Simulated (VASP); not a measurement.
Set up this calculation in VASP 6.6.1, as the native input.

| Item | Value |
| --- | --- |
| Task | single point |
| Functional | r2SCAN |
| Potentials or basis | VASP PAW PBE potentials, release 64 (Sr_sv, O) |
| Cutoff | 520 eV |
| k mesh | 8 × 8 × 8 |
| Occupations | gaussian, width 0.005 eV |
| Spin | no spin polarisation |
| Dipole correction | no |
| Further INCAR settings | ALGO = Normal; EDIFF = 1e-07; NBANDS = 15 |

SrO:

```
Sr O
1.0
     0.00000    2.79217    2.79217
     2.79217    0.00000    2.79217
     2.79217    2.79217    0.00000
Sr O
1 1
Direct
  0.00000 0.00000 0.00000
  0.25000 0.25000 0.25000
```

These files were run (other wordings do the same):

POSCAR

```
SrO
1.0
    0.0000000000      2.7921730098      2.7921730098
    2.7921730098      0.0000000000      2.7921730098
    2.7921730098      2.7921730098      0.0000000000
Sr O
1 1
Direct
    0.0000000000      0.0000000000      0.0000000000
    0.2500000000      0.2500000000      0.2500000000
```

INCAR.step1

```
  ALGO = Normal
  EDIFF = 1E-4
  ENCUT = 520
  GGA = PE
  ISMEAR = 0
  LASPH = True
  LCHARG = False
  LREAL = False
  LWAVE = True
  NBANDS = 15
  NELM = 60
  PREC = Accurate
  SIGMA = 0.005
```

INCAR.step2

```
  ALGO = Normal
  EDIFF = 1E-7
  ENCUT = 520
  ISIF = 2
  ISMEAR = 0
  ISTART = 1
  LASPH = True
  LCHARG = False
  LMIXTAU = True
  LREAL = False
  LWAVE = False
  METAGGA = R2SCAN
  NBANDS = 15
  NELM = 60
  PREC = Accurate
  SIGMA = 0.005
```

KPOINTS

```
k-points
0
Gamma
  8 8 8
```

Potentials or basis: VASP PAW PBE potentials, release 64 (Sr_sv, O).

Run with:

```sh
$ cat potpaw_PBE.64/Sr_sv/POTCAR potpaw_PBE.64/O/POTCAR > POTCAR
$ cp INCAR.step1 INCAR
$ mpirun -np 1 vasp_std > vasp.out
$ cp INCAR.step2 INCAR
$ mpirun -np 1 vasp_std > vasp.out
```

It gave:

```json
{"Pressure": "0.5 GPa", "Band gap on the k mesh": "2.90 eV, indirect (least direct gap 3.75 eV)"}
```

Caveat: the PAW data sets were made with another functional, which shifts forces and pressure a little.

Wall time 45 s on 1 thread of Intel(R) Xeon(R) 6975P-C (Granite Rapids), with other jobs on the host, peak memory 0.18 GiB.
